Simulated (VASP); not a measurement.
## Sb: single point with PBEsol

The system is Sb.

```xyz
1
Lattice="-1.8647 1.8647 1.8647 1.8647 -1.8647 1.8647 1.8647 1.8647 -1.8647" Properties=species:S:1:pos:R:3 pbc="T T T"
Sb    0.0000    0.0000    0.0000
```

```json
{"Program": "VASP 6.6.1", "Task": "single point", "Functional": "PBEsol", "Potentials or basis": "VASP PAW PBE potentials, release 64 (Sb)", "Cutoff": "520 eV", "k mesh": "16 × 16 × 16", "Occupations": "gaussian, width 0.1 eV", "Spin": "no spin polarisation", "Dipole correction": "no", "Further INCAR settings": "ALGO = Fast; EDIFF = 1e-07; NBANDS = 8"}
```

The pressure is 0.0 GPa.

Levels at points of the mesh, in eV from the Fermi level:
```csv
k point,band 1,band 2,band 3,band 4,band 5,band 6,band 7
"(0.00, 0.00, 0.00)",-13.10,5.84,5.84,5.84,10.80,10.80,10.80
"(0.50, 0.00, 0.00)",-8.83,-5.78,1.83,3.91,6.60,7.05,14.06
"(0.50, 0.50, 0.50)",-5.37,-2.03,-2.03,-2.03,2.93,2.93,17.91
```

It took 44 s on 1 thread of AMD EPYC 7R13, on a shared host, peak memory 0.13 GiB.

Caveat: the PAW data sets were made with another functional, which shifts forces and pressure a little; spin-orbit coupling is left out, which moves the levels of the heavy elements.
